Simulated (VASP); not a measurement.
# WS2 in VASP: a series of runs, part 2 of 2

VASP 6.6.1.

## Step 4: Single point, PBEsol

This run uses another cell than the first one.

INCAR reads:

```
ALGO = Normal
EDIFF = 1E-6
ENCUT = 500
GGA = PS
GGA_COMPAT = F
ISIF = 2
ISMEAR = 1
LASPH = T
LCHARG = T
LELF = T
LREAL = F
LVHAR = T
LWAVE = F
NBANDS = 35
NELM = 120
PREC = Accurate
SIGMA = 0.1
```

KPOINTS reads:

```
k-points
0
Gamma
  8 8 1
```

POSCAR reads:

```
WS2
1.0
    3.2659264939      0.0000000000      0.0000000000
   -1.6329627340      2.8283744288      0.0000000000
    0.0000000000      0.0000000000     24.2838092506
W S
2 4
Direct
    0.3333333333      0.6666666667      0.6373180000
    0.6666666667      0.3333333333      0.3626820000
    0.3333333333      0.6666666667      0.2968160000
    0.6666666667      0.3333333333      0.5714420000
    0.3333333333      0.6666666667      0.4285580000
    0.6666666667      0.3333333333      0.7031840000
```

Potentials or basis: VASP PAW PBE potentials, release 64 (W_sv, S).

Launch:

```sh
$ cat potpaw_PBE.64/W_sv/POTCAR potpaw_PBE.64/S/POTCAR > POTCAR
$ mpirun -np 1 vasp_std > vasp.out
```

OUTCAR:

```text
EDIFF = 1E-6
   ENCUT = 500
   GGA = PS
   ISIF = 2
   ISMEAR = 1
   LASPH = T
   LREAL = F
   NELM = 120
   PREC = Accurate

 ion  position               nearest neighbor table
   1  0.333  0.667  0.637-   6 2.47   6 2.47   6 2.47   4 2.47   4 2.47   4 2.47
   2  0.667  0.333  0.363-   3 2.47   3 2.47   3 2.47   5 2.47   5 2.47   5 2.47
   3  0.333  0.667  0.297-   2 2.47   2 2.47   2 2.47
   4  0.667  0.333  0.571-   1 2.47   1 2.47   1 2.47
   5  0.333  0.667  0.429-   2 2.47   2 2.47   2 2.47
[... 572 lines left out ...]
  -------------------------------------------------------------------------------------
  Total       -9.7889139     -9.7889078     -8.5894209     -0.0000018      0.0000000     -0.0000000
  in kB      -69.9173517    -69.9173081    -61.3499689     -0.0000127      0.0000000     -0.0000000
  external PRESSURE =     -67.0615429 kB  Pullay stress =       0.0000000 kB

 VOLUME and BASIS-vectors are now :
 -----------------------------------------------------------------------------
  energy-cutoff  :      500.00
  volume of cell :      224.32
      direct lattice vectors                 reciprocal lattice vectors
     3.265926494  0.000000000  0.000000000     0.306191827  0.176779933  0.000000000
    -1.632962734  2.828374429  0.000000000     0.000000000  0.353559978  0.000000000
     0.000000000  0.000000000 24.283809251     0.000000000  0.000000000  0.041179701

 POSITION                                       TOTAL-FORCE (eV/Angst)
 -----------------------------------------------------------------------------------
      0.00000      1.88558     15.47651         0.000000     -0.000000      0.004515
      1.63296      0.94279      8.80730        -0.000000      0.000000     -0.004515
      0.00000      1.88558      7.20782        -0.000000      0.000000      1.320527
      1.63296      0.94279     13.87679        -0.000000      0.000000      1.290095
      0.00000      1.88558     10.40702        -0.000000      0.000000     -1.290095
      1.63296      0.94279     17.07599         0.000000      0.000000     -1.320527
 -----------------------------------------------------------------------------------
    total drift:                               -0.000000     -0.000000      0.000000

  FREE ENERGIE OF THE ION-ELECTRON SYSTEM (eV)
  ---------------------------------------------------
  free  energy   TOTEN  =       -50.0567684198 eV

  energy  without entropy=      -50.0568590965  energy(sigma->0) =      -50.05679865
```

It took 3.8 min on 1 thread of Intel Xeon 8259CL, shared host; peak memory 0.33 GiB.

Results:

```yaml
Free_energy: -50.0568 eV
Largest_force: 1.321 eV/Å
Band_gap_on_the_k_mesh: 1.60 eV (least direct gap 2.00 eV)
```

Forces in eV/Å, atoms in the order of the input:
```
W    0.000  0.000  0.005
W    0.000  0.000 -0.005
S    0.000  0.000  1.321
S    0.000  0.000  1.290
S    0.000  0.000 -1.290
S    0.000  0.000 -1.321
```

Caveat: the PAW data sets were made with another functional, which shifts forces and pressure a little; spin-orbit coupling is left out, which moves the levels of the heavy elements.

## Step 5: Single point, PBEsol

This run uses another cell than the first one.

INCAR reads:

```
SYSTEM = WS2
PREC = Accurate
ENCUT = 500
EDIFF = 1E-6
ISMEAR = 1
SIGMA = 0.1
LREAL = .False.
LASPH = .True.
NELM = 120
ALGO = Normal
ISIF = 2
LWAVE = .False.
LCHARG = .False.
GGA = PS
NBANDS = 35
GGA_COMPAT = .False.
```

KPOINTS reads:

```
Automatic mesh
0
Gamma
  8 8 1
  0 0 0
```

Changes to POSCAR since step 4:

```diff
@@ -2,5 +2,5 @@
 1.0
-    3.2659264939      0.0000000000      0.0000000000
-   -1.6329627340      2.8283744288      0.0000000000
-    0.0000000000      0.0000000000     24.2838092506
+    3.3057587915      0.0000000000      0.0000000000
+   -1.6528788765      2.8628701996      0.0000000000
+    0.0000000000      0.0000000000     24.5799824551
 W S
```

Launch:

```sh
$ cat potpaw_PBE.64/W_sv/POTCAR potpaw_PBE.64/S/POTCAR > POTCAR
$ mpirun -np 1 vasp_std > vasp.out
```

Run time: 3.7 min. Hardware: 1 thread of Intel Xeon 8259CL, shared host; peak memory 0.34 GiB.

The run converged. Its results:

```yaml
Free_energy: -49.6608 eV
Largest_force: 1.805 eV/Å
Band_gap_on_the_k_mesh: 1.53 eV (least direct gap 1.90 eV)
```

Forces on the atoms (eV/Å):
```
W    0.000  0.000  0.003
W    0.000  0.000 -0.003
S    0.000  0.000  1.805
S    0.000  0.000  1.773
S    0.000  0.000 -1.773
S    0.000  0.000 -1.805
```

Levels at points of the mesh, in eV from the valence-band top:
```
           k point  band 22  band 23  band 24  band 25  band 26  band 27  band 28  band 29  band 30  band 31
(0.00, 0.00, 0.00)    -1.78    -1.77    -1.77    -0.33     0.00     2.30     2.30     2.31     2.31     2.36
(0.50, 0.00, 0.00)    -2.23    -1.55    -1.52    -1.09    -1.05     2.16     2.17     2.54     2.59     3.29
```

Caveat: the PAW data sets were made with another functional, which shifts forces and pressure a little; spin-orbit coupling is left out, which moves the levels of the heavy elements.

## Step 6: The runs side by side

| cell | gap on the mesh (eV) | largest force (eV/Å) |
| --- | --- | --- |
| a = 3.183, b = 3.183, c = 23.669 Å, angles 90.0, 90.0, 120.0°, 6 atoms | 1.71 | 0.09 |
| a = 3.225, b = 3.225, c = 23.980 Å, angles 90.0, 90.0, 120.0°, 6 atoms | 1.67 | 0.75 |
| a = 3.266, b = 3.266, c = 24.284 Å, angles 90.0, 90.0, 120.0°, 6 atoms | 1.60 | 1.32 |
| a = 3.306, b = 3.306, c = 24.580 Å, angles 90.0, 90.0, 120.0°, 6 atoms | 1.53 | 1.81 |

Alike in all rows: task single point; level PBEsol; potentials or basis VASP PAW PBE potentials, release 64 (W_sv, S); no spin polarisation; k mesh 8 × 8 × 1; cutoff (eV) 500; smearing methfessel-paxton 0.1 eV.

Caveats: the PAW data sets were made with another functional, which shifts forces and pressure a little; spin-orbit coupling is left out, which moves the levels of the heavy elements.

Total energies depend on the potentials used, so only differences within one code and one set of settings carry meaning.
